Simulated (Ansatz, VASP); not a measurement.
## Si: VASP beside Ansatz

INCAR

```
SYSTEM = Si
ALGO = Normal
EDIFF = 1E-8
ENCUT = 520
GGA = PE
ISIF = 2
ISMEAR = -1
LASPH = .True.
LCHARG = .False.
LEFG = .True.
LREAL = .False.
LWAVE = .False.
NBANDS = 11
NELM = 100
PREC = Accurate
SIGMA = 0.05
```

Contents of KPOINTS:

```
k-points
0
Gamma
  10 10 10
  0 0 0
```

File POSCAR:

```
Si
1.0
    0.0000000000      2.7144176166      2.7144176166
    2.7144176166      0.0000000000      2.7144176166
    2.7144176166      2.7144176166      0.0000000000
Si
2
Direct
   -0.1250000000     -0.1250000000     -0.1250000000
    0.1250000000      0.1250000000      0.1250000000
```

Input for Ansatz:

```yaml
crystal:
  lattice:
    - [0.0, 2.7144176166, 2.7144176166]
    - [2.7144176166, 0.0, 2.7144176166]
    - [2.7144176166, 2.7144176166, 0.0]
  atoms:
    - { symbol: Si, position: [-0.125, -0.125, -0.125] }
    - { symbol: Si, position: [0.125, 0.125, 0.125] }
kpoints:
  mp_grid: { grid: [10, 10, 10] }
scf:
  occupations: { method: fermi_dirac, width: 0.05 }
hamiltonian:
  xc: pbe
  pseudopotentials: { kind: all_electron, datasets: crystal }
output:
  forces: true
  stress: true
  eigenvalues: true
  efg: { contact_densities: true }
```

Change from the starting cell: shortest bond scaled by 1, crystal datasets.

Alike in both runs: task electric field gradients; functional PBE; k mesh 10 × 10 × 10; occupations fermi-dirac, width 0.05 eV; no spin polarisation.

|  | VASP | Ansatz |
| --- | --- | --- |
| version | VASP 6.6.1 | Ansatz 0.2.0 |
| potentials or method | VASP PAW PBE potentials, release 64 (Si), cutoff 520 eV | all-electron PAW with datasets made for the crystal, scalar-relativistic |

|  | VASP | Ansatz | Ansatz less VASP |
| --- | --- | --- | --- |
| pressure (GPa) | 2.0 | 2.1 | +0.04 |

Ansatz ran all-electron here, and VASP with PAW potentials.
